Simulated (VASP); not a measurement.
Write the native input for VASP 6.6.1 that does the following.

- Task: single point
- Functional: PBE
- Dispersion: D3(BJ)
- Potentials or basis: VASP PAW PBE potentials, release 64 (P)
- Cutoff: 520 eV
- k mesh: 8 × 6 × 1
- Occupations: gaussian, width 0.05 eV
- Spin: no spin polarisation
- Dipole correction: yes
- Further INCAR settings: ALGO = Normal; EDIFF = 1e-06; NBANDS = 30

The structure of P lies in POSCAR:

```
P
1.0
    3.2961869271      0.0000000000      0.0000000000
    0.0000000000      4.4391555608      0.0000000000
    0.0000000000      0.0000000000     21.7461973993
P
8
Direct
    0.5000000000      0.9174951521      0.2069327302
    0.0000000000      0.5825048479      0.2069327302
    0.5000000000      0.0825048479      0.3045635326
    0.0000000000      0.4174951521      0.3045635326
    0.8750000000      0.4575048479      0.4645915106
    0.3750000000      0.1225145437      0.4645915106
    0.8750000000     -0.3774854563      0.5622223129
    0.3750000000     -0.0424951521      0.5622223129
```

This cell differs from its parent crystal: layers slid over each other.

These files were run (other wordings do the same):

INCAR

```
ALGO = Normal
DIPOL = 0.5 0.5 0.385
EDIFF = 1E-6
ENCUT = 520
GGA = PE
IDIPOL = 3
ISIF = 2
ISMEAR = 0
IVDW = 12
LASPH = True
LCHARG = False
LDIPOL = True
LREAL = False
LWAVE = False
NBANDS = 30
NELM = 60
PREC = Accurate
SIGMA = 0.05
```

KPOINTS

```
k-points
0
Gamma
  8 6 1
```

Potentials or basis: VASP PAW PBE potentials, release 64 (P).

The run is started by

```sh
$ cat potpaw_PBE.64/P/POTCAR > POTCAR
$ mpirun -np 1 vasp_std > vasp.out
```

It gave:

```
Largest force              : 0.068 eV/Å
Band gap on the k mesh     : 0.11 eV (least direct gap 0.11 eV)
Dispersion energy per atom : -0.292 eV
```

Caveat: the cell differs from its parent crystal (layers slid over each other).

It took 3.4 min on 1 thread of Intel(R) Xeon(R) 6975P-C (Granite Rapids), with other jobs on the host, peak memory 0.46 GiB.
